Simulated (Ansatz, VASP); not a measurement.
# SnBi2O4: VASP beside Ansatz

Contents of INCAR:

```
ALGO     = Normal         # electronic algorithm
EDIFF    = 1E-6           # SCF threshold, eV
EDIFFG   = -0.08          # ionic threshold
ENCUT    = 600            # plane-wave cutoff, eV
GGA      = PE             # functional
IBRION   = 2              # ionic algorithm
ISIF     = 3              # what is computed and relaxed
ISMEAR   = 0              # smearing method
LASPH    = True           # aspherical terms in the spheres
LCHARG   = False          # write CHGCAR
LREAL    = False          # projectors in reciprocal space
LWAVE    = False          # write WAVECAR
NELM     = 80             # most SCF steps
NSW      = 36             # ionic steps
PREC     = Accurate       # precision mode
SIGMA    = 0.15           # smearing width, eV
```

File KPOINTS:

```
k-points
0
Gamma
  2 2 2
```

POSCAR

```
SnBi2O4
1.0
    0.0000000000      4.9350000000      4.9350000000
    4.9350000000      0.0000000000      4.9350000000
    4.9350000000      4.9350000000      0.0000000000
Sn Bi O
2 4 8
Direct
    0.5000000000      0.5000000000      0.5000000000
    0.7500000000      0.7500000000      0.7500000000
    0.1250000000      0.1250000000      0.1250000000
    0.6250000000      0.1250000000      0.1250000000
    0.1250000000      0.6250000000      0.1250000000
    0.1250000000      0.1250000000      0.6250000000
    0.9050000000      0.3650000000      0.3650000000
    0.3650000000      0.3650000000      0.3650000000
    0.3650000000      0.3650000000      0.9050000000
    0.3650000000      0.9050000000      0.3650000000
    0.8850000000      0.3450000000      0.8850000000
    0.8850000000      0.8850000000      0.8850000000
    0.8850000000      0.8850000000      0.3450000000
    0.3450000000      0.8850000000      0.8850000000
```

Input for Ansatz:

```yaml
crystal:
  lattice:
    - [0.0, 4.935, 4.935]
    - [4.935, 0.0, 4.935]
    - [4.935, 4.935, 0.0]
  atoms:
    - { symbol: Sn, position: [0.5, 0.5, 0.5] }
    - { symbol: Sn, position: [0.75, 0.75, 0.75] }
    - { symbol: Bi, position: [0.125, 0.125, 0.125] }
    - { symbol: Bi, position: [0.625, 0.125, 0.125] }
    - { symbol: Bi, position: [0.125, 0.625, 0.125] }
    - { symbol: Bi, position: [0.125, 0.125, 0.625] }
    - { symbol: O, position: [0.905, 0.365, 0.365] }
    - { symbol: O, position: [0.365, 0.365, 0.365] }
    - { symbol: O, position: [0.365, 0.365, 0.905] }
    - { symbol: O, position: [0.365, 0.905, 0.365] }
    - { symbol: O, position: [0.885, 0.345, 0.885] }
    - { symbol: O, position: [0.885, 0.885, 0.885] }
    - { symbol: O, position: [0.885, 0.885, 0.345] }
    - { symbol: O, position: [0.345, 0.885, 0.885] }
basis:
  ecutwfc: 420
kpoints:
  mp_grid: { grid: [2, 2, 2] }
hamiltonian:
  xc: pbe
scf:
  occupations: { method: gaussian, width: 0.15 }
  lower_state_search: "off"
output:
  forces: true
  stress: true
  eigenvalues: true
relax:
  adjacent_minimum: "off"
  f_tol: 0.08
  max_steps: 16
  cell: { stress_tol: 0.8 }
```

Alike in both runs: task relaxation of cell and atoms; functional PBE; k mesh 2 × 2 × 2; occupations gaussian, width 0.15 eV; no spin polarisation.

|  | VASP | Ansatz |
| --- | --- | --- |
| version | VASP 6.6.1 | Ansatz 0.2.0 |
| potentials or method | VASP PAW PBE potentials, release 64 (Sn_d, Bi_d, O), cutoff 600 eV | scalar-relativistic, plane waves, PAW |
| valence electrons in the cell | 136 | 136 |

```csv
,VASP,Ansatz,Ansatz less VASP
"gap on the k mesh at the Fermi level, each at its own relaxed structure (eV)",0.48,0.42,-0.056
relaxed volume (Å³/atom),18.50,18.52,+0.019
relaxed cell length with the largest relative difference (Å),7.155,7.158,+0.0024
```

The k mesh is coarse, so the values compare programs but aren't converged. Spin-orbit coupling is off throughout.
